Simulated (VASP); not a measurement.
Runs of VASP 6.6.1 on Cr. The structure is that of space group Im-3m (No. 229), or close to it. The cells are those of the table. 

```tsv
cell	gap on the mesh (eV)	pressure (GPa)
a = 2.927, b = 2.927, c = 2.747 Å, 2 atoms	none	-13.4
a = 2.758, b = 2.758, c = 2.850 Å, 2 atoms	none	8.0
a = 2.814 Å, 2 atoms	none	-0.5
a = 2.702, b = 2.702, c = 2.882 Å, 2 atoms	none	18.6
a = 2.927, b = 2.927, c = 2.757 Å, 2 atoms	none	(b)
a = 2.702, b = 2.702, c = 2.889 Å, 2 atoms	none	17.8
a = 2.758, b = 2.758, c = 2.848 Å, 2 atoms	none	8.2
a = 2.871, b = 2.871, c = 2.781 Å, 2 atoms	none	(a)
```

Alike in all rows: task single point; level PBEsol; potentials or basis VASP PAW PBE potentials, release 64 (Cr_pv); no spin polarisation; k mesh 14 × 14 × 14; cutoff (eV) 520; smearing gaussian 0.1 eV.

Q: Fill in the values left out.

A: (a) -7.6; (b) -14.3.

Caveats: the PAW data sets were made with another functional, which shifts forces and pressure a little; the run has no spin polarisation, though such a crystal can be magnetic.

A gap of «none» marks levels without a gap at the run's occupations.
